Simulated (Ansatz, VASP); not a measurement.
C: VASP beside Ansatz

File INCAR:

```
PREC = Accurate
ENCUT = 520
EDIFF = 1E-6
ISMEAR = 0
SIGMA = 0.15
LREAL = F
LASPH = T
NELM = 60
ALGO = Normal
ISIF = 2
LWAVE = F
LCHARG = T
GGA = PE
LELF = T
LVHAR = T
NBANDS = 16
```

Contents of KPOINTS:

```
Automatic mesh
0
Gamma
  24 24 6
```

Contents of POSCAR:

```
C
1.0
    2.4665344233      0.0000000000      0.0000000000
   -1.2332672117      2.1360814699      0.0000000000
    0.0000000000      0.0000000000      8.5128477067
C
4
Direct
   -0.0810854282      0.0000000000      0.0025000000
    0.0000000000      0.0000000000      0.5025000000
    0.3333333333      0.6666666667      0.0025000000
    0.6666666667      0.3333333333      0.5025000000
```

Input for Ansatz:

```yaml
crystal:
  lattice:
    - [2.4665344233, 0.0, 0.0]
    - [-1.2332672117, 2.1360814699, 0.0]
    - [0.0, 0.0, 8.5128477067]
  atoms:
    - { symbol: C, position: [-0.0810854282, 0.0, 0.0025] }
    - { symbol: C, position: [0.0, 0.0, 0.5025] }
    - { symbol: C, position: [0.3333333333, 0.6666666667, 0.0025] }
    - { symbol: C, position: [0.6666666667, 0.3333333333, 0.5025] }
basis:
  ecutwfc: 420
kpoints:
  mp_grid: { grid: [24, 24, 6] }
hamiltonian:
  xc: pbe
scf:
  occupations: { method: gaussian, width: 0.15 }
output:
  forces: true
  stress: true
  eigenvalues: true
  write_density: true
  write_potential: true
  elf: true
  volumetric_format: npy
```

Alike in both runs: task single point; functional PBE; k mesh 24 × 24 × 6; occupations gaussian, width 0.15 eV; no spin polarisation.

|  | VASP | Ansatz |
| --- | --- | --- |
| version | VASP 6.6.1 | Ansatz 0.2.0 |
| potentials or method | VASP PAW PBE potentials, release 64 (C), cutoff 520 eV | scalar-relativistic, plane waves, PAW |
| valence electrons in the cell | 16 | 16 |

|  | VASP | Ansatz | Ansatz less VASP |
| --- | --- | --- | --- |
| gap on the k mesh at the Fermi level (eV) | none | none | - |
| pressure (GPa) | 7.4 | 7.1 | -0.28 |
| traceless stress, the component that is largest in VASP (GPa) | 10.22 | 10.08 | -0.140 |
| rms of the force components (eV/Å) | 4.352 | 4.340 | -0.0113 |

Atom by atom the forces differ by 0.013 eV/Å (rms over components). A gap of «none» marks a metal or a gap that the smearing closes. With one functional, cell and mesh, what is left measures potentials, basis and numerics.
